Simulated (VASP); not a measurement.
# CsBr (CsCl type) (Pm-3m) in VASP: single point with PBE

Aim: the single point of CsBr (CsCl type) with PBE.

Program: VASP 6.6.1. These are calculated values, not measurements. Logs are shortened: lines on timing, memory, paths and dates and some standing lists are left out, and cuts for length are marked.

## (1) The cell of the first run

Symmetry: Pm-3m, No. 221, cubic system. Conventional cell: a = 4.074 Å, b = 4.074 Å, c = 4.074 Å, α = 90.00°, β = 90.00°, γ = 90.00°. Cs (site symmetry m-3m) has 8 Br at 3.53 Å and 6 Cs at 4.07 Å within 4.6 Å. Within 4.6 Å of Br (site symmetry m-3m) lie 8 Cs at 3.53 Å and 6 Br at 4.07 Å.

## (2) Single point, PBE (33.80 Å³/atom)

POSCAR reads:

```
CsBr
1.0
    4.0736656257      0.0000000000      0.0000000000
    0.0000000000      4.0736656257      0.0000000000
    0.0000000000      0.0000000000      4.0736656257
Cs Br
1 1
Direct
    0.0000000000      0.0000000000      0.0000000000
    0.5000000000      0.5000000000      0.5000000000
```

INCAR.step1 reads:

```
PREC = Accurate
ENCUT = 400
EDIFF = 1E-6
ISMEAR = -1
SIGMA = 0.1
LREAL = F
LASPH = T
NELM = 120
ALGO = Normal
ISIF = 2
LWAVE = F
LCHARG = T
GGA = PE
NBANDS = 15
GGA_COMPAT = F
NEDOS = 2001
LORBIT = 11
```

KPOINTS.step1 reads:

```
regular mesh
0
Gamma
  11 11 11
```

INCAR.step2 reads:

```
PREC = Accurate
ENCUT = 400
EDIFF = 1E-6
ISMEAR = -5
SIGMA = 0.1
LREAL = F
LASPH = T
NELM = 120
ALGO = Normal
ISIF = 2
LWAVE = F
LCHARG = F
GGA = PE
LORBIT = 11
NEDOS = 2001
ICHARG = 11
GGA_COMPAT = F
```

KPOINTS.step2 reads:

```
regular mesh
0
Gamma
  17 17 17
```

Potentials or basis: VASP PAW PBE potentials, release 64 (Cs_sv, Br).

On the command line:

```sh
> cat potpaw_PBE.64/Cs_sv/POTCAR potpaw_PBE.64/Br/POTCAR > POTCAR
> cp INCAR.step1 INCAR
> cp KPOINTS.step1 KPOINTS
> mpirun -np 1 vasp_std > vasp.out
> cp INCAR.step2 INCAR
> cp KPOINTS.step2 KPOINTS
> mpirun -np 1 vasp_std > vasp.out
```

OUTCAR:

```text
PREC = Accurate
   ENCUT = 400
   EDIFF = 1E-6
   ISMEAR = -5
   LREAL = F
   LASPH = T
   NELM = 120
   ISIF = 2
   GGA = PE
   LORBIT = 11
   ICHARG = 11

 ion  position               nearest neighbor table
   1  0.000  0.000  0.000-
   2  0.500  0.500  0.500-

  LATTYP: Found a simple cubic cell.
 ALAT       =     4.0736656257

  Lattice vectors:

 A1 = (   4.0736656257,   0.0000000000,   0.0000000000)
 A2 = (   0.0000000000,   4.0736656257,   0.0000000000)
 A3 = (   0.0000000000,   0.0000000000,   4.0736656257)

Analysis of symmetry for initial positions (statically):
=====================================================================
 Subroutine PRICEL returns:
 Original cell was already a primitive cell.

 Routine SETGRP: Setting up the symmetry group for a
 simple cubic supercell.

 Subroutine GETGRP returns: Found 48 space group operations
 (whereof 48 operations were pure point group operations)
 out of a pool of 48 trial point group operations.

The static configuration has the point symmetry O_h .

Analysis of symmetry for dynamics (positions and initial velocities):
=====================================================================
 Subroutine PRICEL returns:
 Original cell was already a primitive cell.

 Routine SETGRP: Setting up the symmetry group for a
 simple cubic supercell.

 Subroutine GETGRP returns: Found 48 space group operations
 (whereof 48 operations were pure point group operations)
 out of a pool of 48 trial point group operations.

The dynamic configuration has the point symmetry O_h .

 Subroutine INISYM returns: Found 48 space group operations
 (whereof 48 operations are pure point group operations),
 and found     1 'primitive' translations

----------------------------------------------------------------------------------------

                                     Primitive cell

  volume of cell :      67.6015

  direct lattice vectors                    reciprocal lattice vectors
     4.073665626  0.000000000  0.000000000     0.245479156  0.000000000  0.000000000
     0.000000000  4.073665626  0.000000000     0.000000000  0.245479156  0.000000000
     0.000000000  0.000000000  4.073665626     0.000000000  0.000000000  0.245479156

  length of vectors
     4.073665626  4.073665626  4.073665626     0.245479156  0.245479156  0.245479156

  position of ions in fractional coordinates (direct lattice)
     0.000000000  0.000000000  0.000000000
     0.500000000  0.500000000  0.500000000
[... 95 lines left out ...]
   EFERMI_NEDOS =   21; number of points for ismear=-14 and -15
   IALGO  =     38    algorithm
   IMIX   =      4    mixing-type and parameters
     AMIX     =   0.40;   BMIX     =  1.00
     AMIX_MAG =   1.60;   BMIX_MAG =  1.00
  volume/ion in A,a.u.               =      33.80       228.10
  Fermi-wavevector in a.u.,A,eV,Ry     =   1.012658  1.913646 13.952450  1.025476
  Thomas-Fermi vector in A             =   2.145780
   LORBIT       =     11    0 simple, 1 ext, 2 COOP (PROOUT), +10 PAW based schemes
   GGA     = PE    functional components
   LHFCALC =     F    Hartree Fock is set to
   AEXX    =    0.0000 exact exchange contribution
   IVDW    =     0    specifies the selected vdW correction
   LEPSILON=     F    determine dielectric tensor
   LRPA    =     F    only Hartree local field effects (RPA)
 non-spin polarized calculation
 Fermi weights with tetrahedron method with Bloechl corrections
  energy-cutoff  :      400.00
  volume of cell :       67.60
 maximum number of plane-waves:      1253
 NGX is ok and might be reduce to    28

 number of electron      16.0000003 magnetization

 Free energy of the ion-electron system (eV)
  ---------------------------------------------------
  ext. energy  EPLUGINS =         0.00000000
  ---------------------------------------------------
  free energy    TOTEN  =        -5.81108978 eV

  energy without entropy =       -5.81108978  energy(sigma->0) =       -5.81108978

 E-fermi :   0.6171     XC(G=0):  -8.7739

 val. band max:        0.6062931830   @ k =   0.0000   0.0000   0.0000
 cond. band min:       5.2465078327   @ k =   0.0000   0.0000   0.0000
 fundamental gap:      4.6402146497
 Fermi energy:         0.6170727800

 k-point     1 :       0.0000    0.0000    0.0000
  band No.  band energies     occupation
      1     -19.0704      2.00000
      2     -12.0294      2.00000
      3      -5.5835      2.00000
      4      -5.5835      2.00000
      5      -5.5835      2.00000
      6       0.6063      2.00000
      7       0.6063      2.00000
      8       0.6063      2.00000
      9       5.2465      0.00000
     10       5.2465      0.00000
     11       5.7569      0.00000
     12      10.1454      0.00000
[... 331 lines left out ...]
 k-point    24 :       0.4706    0.1176    0.0000
  band No.  band energies     occupation
      1     -18.9544      2.00000
      2     -12.0888      2.00000
      3      -6.1058      2.00000
      4      -5.5659      2.00000
      5      -5.3797      2.00000
      6      -0.9472      2.00000
      7       0.1719      2.00000
      8       0.2579      2.00000
      9       6.6013      0.00000
     10       8.2475      0.00000
     11       8.5546      0.00000
     12       9.3741      0.00000

 [... further k-points ...]

------------------------ aborting loop because EDIFF is reached ----------------------------------------

  FORCE on cell =-STRESS in cart. coord.  units (eV):
  Direction    XX          YY          ZZ          XY          YZ          ZX
  --------------------------------------------------------------------------------------
  -------------------------------------------------------------------------------------
  Total        2.0783465      2.0783465      2.0783465      0.0000000     -0.0000000      0.0000000
  in kB       49.2575031     49.2575031     49.2575031      0.0000000     -0.0000000      0.0000000
  external PRESSURE =      49.2575031 kB  Pullay stress =       0.0000000 kB

 VOLUME and BASIS-vectors are now :
 -----------------------------------------------------------------------------
  energy-cutoff  :      400.00
  volume of cell :       67.60
      direct lattice vectors                 reciprocal lattice vectors
     4.073665626  0.000000000  0.000000000     0.245479156  0.000000000  0.000000000
     0.000000000  4.073665626  0.000000000     0.000000000  0.245479156  0.000000000
     0.000000000  0.000000000  4.073665626     0.000000000  0.000000000  0.245479156

 POSITION                                       TOTAL-FORCE (eV/Angst)
 -----------------------------------------------------------------------------------
      0.00000      0.00000      0.00000         0.000000      0.000000      0.000000
      2.03683      2.03683      2.03683         0.000000      0.000000      0.000000
 -----------------------------------------------------------------------------------
    total drift:                                0.000000      0.000000      0.000000

  FREE ENERGIE OF THE ION-ELECTRON SYSTEM (eV)
  ---------------------------------------------------
  free  energy   TOTEN  =        -5.8110897788 eV

  energy  without entropy=       -5.8110897788  energy(sigma->0) =       -5.81108978

 total charge

# of ion       s       p       d       tot
------------------------------------------
    1        1.847   4.710   0.048   6.605
    2        1.604   3.313   0.004   4.921
--------------------------------------------------
tot          3.451   8.023   0.052  11.526
```

OUTCAR.step1:

```text
PREC = Accurate
   ENCUT = 400
   EDIFF = 1E-6
   ISMEAR = -1
   LREAL = F
[... 658 lines left out ...]
    total drift:                                0.000000      0.000000      0.000000

  FREE ENERGIE OF THE ION-ELECTRON SYSTEM (eV)
  ---------------------------------------------------
  free  energy   TOTEN  =        -5.8110889806 eV

  energy  without entropy=       -5.8110889804  energy(sigma->0) =       -5.81108898

 total charge

# of ion       s       p       d       tot
------------------------------------------
    1        1.847   4.710   0.048   6.605
    2        1.604   3.313   0.004   4.921
--------------------------------------------------
tot          3.451   8.023   0.052  11.526
```

OSZICAR.step1:

```text
N       E                     dE             d eps       ncg     rms          rms(c)
DAV:   1     0.787481478314E+02    0.78748E+02   -0.58176E+03  1680   0.754E+02
DAV:   2    -0.705433227705E+00   -0.79454E+02   -0.72980E+02  2499   0.146E+02
DAV:   3    -0.600909078612E+01   -0.53037E+01   -0.52810E+01  2100   0.408E+01
DAV:   4    -0.604515632606E+01   -0.36066E-01   -0.36062E-01  2044   0.410E+00
DAV:   5    -0.604533840289E+01   -0.18208E-03   -0.18208E-03  2163   0.297E-01    0.194E+00
DAV:   6    -0.583995631398E+01    0.20538E+00   -0.18656E-01  2030   0.256E+00    0.112E+00
DAV:   7    -0.580859649890E+01    0.31360E-01   -0.12562E-01  2107   0.192E+00    0.607E-01
DAV:   8    -0.581125472327E+01   -0.26582E-02   -0.12637E-02  1883   0.654E-01    0.949E-02
DAV:   9    -0.581102258339E+01    0.23214E-03   -0.82907E-04  2212   0.182E-01    0.624E-02
DAV:  10    -0.581108630769E+01   -0.63724E-04   -0.20518E-04  1820   0.815E-02    0.194E-02
DAV:  11    -0.581109088229E+01   -0.45746E-05   -0.35763E-05  2121   0.360E-02    0.850E-03
DAV:  12    -0.581108918544E+01    0.16968E-05   -0.27431E-06  2044   0.115E-02    0.389E-03
DAV:  13    -0.581108898057E+01    0.20486E-06   -0.97146E-07  1132   0.506E-03
   1 F= -.58110890E+01 E0= -.58110890E+01  d E =-.213738E-09
```

Run time: 53 s. Hardware: 1 thread of AMD EPYC 7R13 (Zen 3), shared host; peak memory 0.19 GiB.

What came out:

```yaml
Valence_electrons_inside_the_program's_atomic_spheres: Cs 6.61; Br 4.92
```

Caveat: spin-orbit coupling is left out, which moves the levels of the heavy elements.
